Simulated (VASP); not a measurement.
# ZrB2 (P6/mmm) in VASP: notebook, part 2 of 3

VASP 6.6.1.

**4. Single point, r2SCAN+U**

This run uses another cell than the first one, of 10.41 Å³/atom, 1.008 times its volume.

Contents of POSCAR:

```
ZrB2
1.0
    3.1705511087      0.0000000000      0.0000000000
   -1.5852755543      2.7457778041      0.0000000000
    0.0000000000      0.0000000000      3.5870905357
Zr B
1 2
Direct
    0.0000000000      0.0000000000      0.0000000000
    0.6666666667      0.3333333333      0.5000000000
    0.3333333333      0.6666666667      0.5000000000
```

Contents of INCAR.step1:

```
SYSTEM = ZrB2
PREC = Accurate
ENCUT = 520
ISMEAR = -1
SIGMA = 0.05
LREAL = .FALSE.
LASPH = .TRUE.
NELM = 150
LMAXMIX = 4
LDAU = .TRUE.
LDAUTYPE = 2
LDAUL = 2 -1
LDAUU = 3 0
LDAUJ = 0 0
NBANDS = 16
GGA = PE
ALGO = Normal
EDIFF = 1E-4
LWAVE = .TRUE.
LCHARG = .FALSE.
```

Contents of INCAR.step2:

```
SYSTEM = ZrB2
PREC = Accurate
ENCUT = 520
EDIFF = 1E-7
ISMEAR = -1
SIGMA = 0.05
LREAL = .FALSE.
LASPH = .TRUE.
NELM = 150
ALGO = Normal
ISIF = 2
LWAVE = .FALSE.
LCHARG = .FALSE.
LMAXMIX = 4
LDAU = .TRUE.
LDAUTYPE = 2
LDAUL = 2 -1
LDAUU = 3 0
LDAUJ = 0 0
LDAUPRINT = 1
METAGGA = R2SCAN
LMIXTAU = .TRUE.
NBANDS = 16
ISTART = 1
```

Contents of KPOINTS:

```
Automatic mesh
0
G
  10 10 8
  0 0 0
```

Potentials or basis: VASP PAW PBE potentials, release 64 (Zr_sv, B).

The run is started by

```sh
cat potpaw_PBE.64/Zr_sv/POTCAR potpaw_PBE.64/B/POTCAR > POTCAR
cp INCAR.step1 INCAR
mpirun -np 1 vasp_std > vasp.out
cp INCAR.step2 INCAR
mpirun -np 1 vasp_std > vasp.out
```

OUTCAR:

```text
SYSTEM = ZrB2
   PREC = Accurate
   ENCUT = 520
   EDIFF = 1E-7
   ISMEAR = -1
   LREAL = .FALSE.
   LASPH = .TRUE.
   NELM = 150
   ISIF = 2
   METAGGA = R2SCAN
   ISTART = 1

 ion  position               nearest neighbor table
   1  0.000  0.000  0.000-   2 2.56   3 2.56   2 2.56   3 2.56   3 2.56   3 2.56   2 2.56   2 2.56
                             2 2.56   2 2.56   3 2.56   3 2.56
   2  0.667  0.333  0.500-   3 1.83   3 1.83   3 1.83   1 2.56   1 2.56   1 2.56   1 2.56   1 2.56
                             1 2.56
   3  0.333  0.667  0.500-   2 1.83   2 1.83   2 1.83   1 2.56   1 2.56   1 2.56   1 2.56   1 2.56
                             1 2.56

  LATTYP: Found a hexagonal cell.
 ALAT       =     3.1705511087
 C/A-ratio  =     1.1313776100

  Lattice vectors:

 A1 = (   3.1705511087,   0.0000000000,   0.0000000000)
 A2 = (  -1.5852755543,   2.7457778041,   0.0000000000)
 A3 = (   0.0000000000,   0.0000000000,   3.5870905357)

Analysis of symmetry for initial positions (statically):
=====================================================================
 Subroutine PRICEL returns:
 Original cell was already a primitive cell.

 Routine SETGRP: Setting up the symmetry group for a
 hexagonal supercell.

 Subroutine GETGRP returns: Found 24 space group operations
 (whereof 24 operations were pure point group operations)
 out of a pool of 24 trial point group operations.

The static configuration has the point symmetry D_6h.

Analysis of symmetry for dynamics (positions and initial velocities):
=====================================================================
 Subroutine PRICEL returns:
[... 178 lines left out ...]
  o =  0.1546  v =  0.0000  0.0000  0.0000  0.0000  0.0000 -0.0000  0.8741 -0.0000 -0.4857  0.0000      0.0000  0.0000  0.0000  0.0000  0.0000  0.0000  0.0000  0.0000  0.0000  0.0000
  o =  0.1546  v =  0.0000  0.0000  0.0000  0.0000  0.0000 -0.0000 -0.4857  0.0000 -0.8741  0.0000      0.0000  0.0000  0.0000  0.0000  0.0000  0.0000  0.0000  0.0000  0.0000  0.0000
  o =  0.1546  v = -0.0000 -0.4857  0.0000 -0.8741  0.0000  0.0000  0.0000  0.0000  0.0000  0.0000      0.0000  0.0000  0.0000  0.0000  0.0000  0.0000  0.0000  0.0000  0.0000  0.0000
  o =  0.1754  v =  0.0000  0.0000  0.0000  0.0000  0.0000  0.0128  0.0000 -0.0000  0.0000  0.9999      0.0000  0.0000  0.0000  0.0000  0.0000  0.0000  0.0000  0.0000  0.0000  0.0000
  o =  0.1754  v =  0.0128  0.0000 -0.0000  0.0000  0.9999  0.0000  0.0000  0.0000  0.0000  0.0000      0.0000  0.0000  0.0000  0.0000  0.0000  0.0000  0.0000  0.0000  0.0000  0.0000
  o =  0.1754  v =  0.9999  0.0000 -0.0000 -0.0000 -0.0128  0.0000  0.0000  0.0000  0.0000  0.0000      0.0000  0.0000  0.0000  0.0000  0.0000  0.0000  0.0000  0.0000  0.0000  0.0000
  o =  0.1754  v =  0.0000  0.0000  0.0000  0.0000  0.0000  0.9999  0.0000 -0.0000 -0.0000 -0.0128      0.0000  0.0000  0.0000  0.0000  0.0000  0.0000  0.0000  0.0000  0.0000  0.0000

 number of electron      18.0000000 magnetization

 Free energy of the ion-electron system (eV)
  ---------------------------------------------------
  ext. energy  EPLUGINS =         0.00000000
  ---------------------------------------------------
  free energy    TOTEN  =       -38.53995818 eV

  energy without entropy =      -38.53747154  energy(sigma->0) =      -38.53871486

 E-fermi :  10.8166     XC(G=0): -13.2908

 val. band max:       10.7975634677   @ k =   0.2000   0.2000   0.1250
 cond. band min:      10.8936328572   @ k =   0.0000   0.0000   0.2500
 fundamental gap:      0.0960693895
 Fermi energy:        10.8166148650

 k-point     1 :       0.0000    0.0000    0.0000
  band No.  band energies     occupation
      1     -40.3720      2.00000
      2     -17.8177      2.00000
      3     -17.2575      2.00000
      4     -17.2575      2.00000
      5      -2.9895      2.00000
      6       7.8152      2.00000
[... 433 lines left out ...]
      3     -17.6785      2.00000
      4     -17.5197      2.00000
      5       0.7048      2.00000
      6       2.1109      2.00000
[... 8 lines left out ...]
     15      19.2419      0.00000
     16      21.2290      0.00000

 [... further k-points ...]
[... 5 lines left out ...]
  --------------------------------------------------------------------------------------
  -------------------------------------------------------------------------------------
  Total        0.8479027      0.8479027      0.6977075      0.0000000      0.0000000     -0.0000000
  in kB       43.5024907     43.5024907     35.7965785      0.0000000      0.0000000     -0.0000000
  external PRESSURE =      40.9338533 kB  Pullay stress =       0.0000000 kB

 VOLUME and BASIS-vectors are now :
 -----------------------------------------------------------------------------
  energy-cutoff  :      520.00
  volume of cell :       31.23
      direct lattice vectors                 reciprocal lattice vectors
     3.170551109  0.000000000  0.000000000     0.315402580  0.182097765  0.000000000
    -1.585275554  2.745777804  0.000000000     0.000000000  0.364195529  0.000000000
     0.000000000  0.000000000  3.587090536     0.000000000  0.000000000  0.278777463

 POSITION                                       TOTAL-FORCE (eV/Angst)
 -----------------------------------------------------------------------------------
      0.00000      0.00000      0.00000         0.000000      0.000000      0.000000
      1.58528      0.91526      1.79355        -0.000000      0.000000      0.000000
     -0.00000      1.83052      1.79355         0.000000     -0.000000      0.000000
 -----------------------------------------------------------------------------------
    total drift:                               -0.000000      0.000000     -0.000000

  FREE ENERGIE OF THE ION-ELECTRON SYSTEM (eV)
  ---------------------------------------------------
  free  energy   TOTEN  =       -38.5399581786 eV

  energy  without entropy=      -38.5374715387  energy(sigma->0) =      -38.53871486
```

OUTCAR.step1:

```text
SYSTEM = ZrB2
   PREC = Accurate
   ENCUT = 520
   ISMEAR = -1
   LREAL = .FALSE.
   LASPH = .TRUE.
   NELM = 150
[... 687 lines left out ...]
      0.00000      0.00000      0.00000        -0.000000      0.000000      0.000000
      1.58528      0.91526      1.79355        -0.000000      0.000000      0.000000
     -0.00000      1.83052      1.79355         0.000000      0.000000      0.000000
 -----------------------------------------------------------------------------------
    total drift:                               -0.000000      0.000000     -0.000000

  FREE ENERGIE OF THE ION-ELECTRON SYSTEM (eV)
  ---------------------------------------------------
  free  energy   TOTEN  =       -22.8419046998 eV

  energy  without entropy=      -22.8393391863  energy(sigma->0) =      -22.84062194
```

OSZICAR.step1:

```text
N       E                     dE             d eps       ncg     rms          rms(c)
DAV:   1     0.103964768429E+03    0.10396E+03   -0.96570E+03  2240   0.111E+03
DAV:   2    -0.217874621406E+02   -0.12575E+03   -0.12103E+03  2880   0.288E+02
DAV:   3    -0.259981708387E+02   -0.42107E+01   -0.41898E+01  3552   0.451E+01
DAV:   4    -0.260606744470E+02   -0.62504E-01   -0.62494E-01  2648   0.509E+00
DAV:   5    -0.260616411361E+02   -0.96669E-03   -0.96668E-03  3432   0.481E-01    0.188E+01
DAV:   6    -0.229177782088E+02    0.31439E+01   -0.69875E+00  2936   0.172E+01    0.721E+00
DAV:   7    -0.228406977340E+02    0.77080E-01   -0.80581E-01  3104   0.560E+00    0.244E+00
DAV:   8    -0.228461665583E+02   -0.54688E-02   -0.11264E-01  2696   0.268E+00    0.555E-01
DAV:   9    -0.228421154237E+02    0.40511E-02   -0.19882E-02  2816   0.102E+00    0.220E-01
DAV:  10    -0.228418934468E+02    0.22198E-03   -0.15283E-03  2648   0.356E-01    0.361E-02
DAV:  11    -0.228419046998E+02   -0.11253E-04   -0.55883E-05  1624   0.753E-02
   1 F= -.22841905E+02 E0= -.22840622E+02  d E =-.256551E-02
```

Run time: 95 s. Hardware: 1 thread of Intel Xeon Platinum 8259CL at 2.50GHz (Skylake/Cascade Lake), shared host; peak memory 0.17 GiB.

What came out:

```
Free energy            : -38.5400 eV
Pressure               : 4.1 GPa
Band gap on the k mesh : zero (band 9 reaches 11.72 eV, above the bottom of band 10 at 10.61 eV)
```

Stress tensor (GPa, compression positive):
```
4.35 0.00 0.00
0.00 4.35 0.00
0.00 0.00 3.58
```

Levels at points of the mesh, in eV from the Fermi level:
| k point | band 6 | band 7 | band 8 | band 9 | band 10 | band 11 | band 12 | band 13 |
| --- | --- | --- | --- | --- | --- | --- | --- | --- |
| (0.00, 0.00, 0.00) | -3.00 | -2.67 | -2.67 | -2.67 | 3.90 | 3.90 | 4.35 | 4.35 |
| (0.50, 0.00, 0.00) | -9.44 | -4.15 | -3.43 | -2.66 | 1.97 | 2.69 | 5.33 | 5.42 |
| (0.00, 0.00, 0.50) | -7.71 | -1.13 | -1.13 | 0.66 | 0.66 | 1.03 | 1.03 | 1.95 |
| (0.50, 0.00, 0.50) | -7.78 | -4.80 | -4.39 | -2.61 | 3.96 | 4.01 | 5.78 | 6.43 |

Eigenvalues of the final occupation matrices:
| site | spin | trace | eigenvalues |
| --- | --- | --- | --- |
| site 1 d | 1 | 0.80 | 0.14 0.15 0.15 0.18 0.18 |
| site 1 d | 2 | 0.80 | 0.14 0.15 0.15 0.18 0.18 |

Caveat: the PAW data sets were made with another functional, which shifts forces and pressure a little; U without spin polarisation on a metal has little footing; the U is typed as a test and isn't derived for this compound.

**5. Single point, r2SCAN+U**

This run uses another cell than the first one, of 10.45 Å³/atom, 1.013 times its volume.

Contents of POSCAR:

```
ZrB2
1.0
    3.1722978026      0.0000000000      0.0000000000
   -1.5861489013      2.7472904854      0.0000000000
    0.0000000000      0.0000000000      3.5987115471
Zr B
1 2
Direct
    0.0000000000      0.0000000000      0.0000000000
    0.6666666667      0.3333333333      0.5000000000
    0.3333333333      0.6666666667      0.5000000000
```

Contents of INCAR.step1:

```
PREC = Accurate
ENCUT = 520
ISMEAR = -1
SIGMA = 0.05
LREAL = False
LASPH = True
NELM = 150
LMAXMIX = 4
LDAU = True
LDAUTYPE = 2
LDAUL = 2 -1
LDAUU = 4 0
LDAUJ = 0 0
NBANDS = 16
GGA = PE
ALGO = Normal
EDIFF = 1E-4
LWAVE = True
LCHARG = False
```

Contents of INCAR.step2:

```
PREC = Accurate
ENCUT = 520
EDIFF = 1E-7
ISMEAR = -1
SIGMA = 0.05
LREAL = False
LASPH = True
NELM = 150
ALGO = Normal
ISIF = 2
LWAVE = False
LCHARG = False
LMAXMIX = 4
LDAU = True
LDAUTYPE = 2
LDAUL = 2 -1
LDAUU = 4 0
LDAUJ = 0 0
LDAUPRINT = 1
METAGGA = R2SCAN
LMIXTAU = True
NBANDS = 16
ISTART = 1
```

Contents of KPOINTS:

```
Automatic mesh
0
Gamma
  10 10 8
```

The run is started by

```sh
cat potpaw_PBE.64/Zr_sv/POTCAR potpaw_PBE.64/B/POTCAR > POTCAR
cp INCAR.step1 INCAR
mpirun -np 1 vasp_std > vasp.out
cp INCAR.step2 INCAR
mpirun -np 1 vasp_std > vasp.out
```

Wall time 91 s (1 thread of Intel Xeon Platinum 8259CL at 2.50GHz (Skylake/Cascade Lake), shared host); peak memory 0.17 GiB.

The run converged. Its results:

```
Free energy            : -37.8782 eV
Pressure               : 5.3 GPa
Band gap on the k mesh : zero (band 9 reaches 11.87 eV, above the bottom of band 10 at 10.70 eV)
```

Stress tensor (GPa, compression positive):
```
5.72 0.00 0.00
0.00 5.72 0.00
0.00 0.00 4.58
```

Levels at points of the mesh, in eV from the Fermi level:
```csv
k point,band 6,band 7,band 8,band 9,band 10,band 11,band 12,band 13
"(0.00, 0.00, 0.00)",-3.14,-2.68,-2.68,-2.68,3.99,3.99,4.33,4.33
"(0.50, 0.00, 0.00)",-9.53,-4.16,-3.50,-2.64,1.85,2.76,5.34,5.49
"(0.00, 0.00, 0.50)",-7.83,-1.19,-1.19,0.71,0.71,1.07,1.07,1.96
"(0.50, 0.00, 0.50)",-7.88,-4.81,-4.43,-2.75,3.84,4.03,5.85,6.43
```

Eigenvalues of the final occupation matrices:
```csv
site,spin,trace,eigenvalues
site 1 d,1,0.78,0.14 0.15 0.15 0.17 0.17
site 1 d,2,0.78,0.14 0.15 0.15 0.17 0.17
```

Caveat: the PAW data sets were made with another functional, which shifts forces and pressure a little; U without spin polarisation on a metal has little footing; the U is typed as a test and isn't derived for this compound.

[end of part 2 of 3]
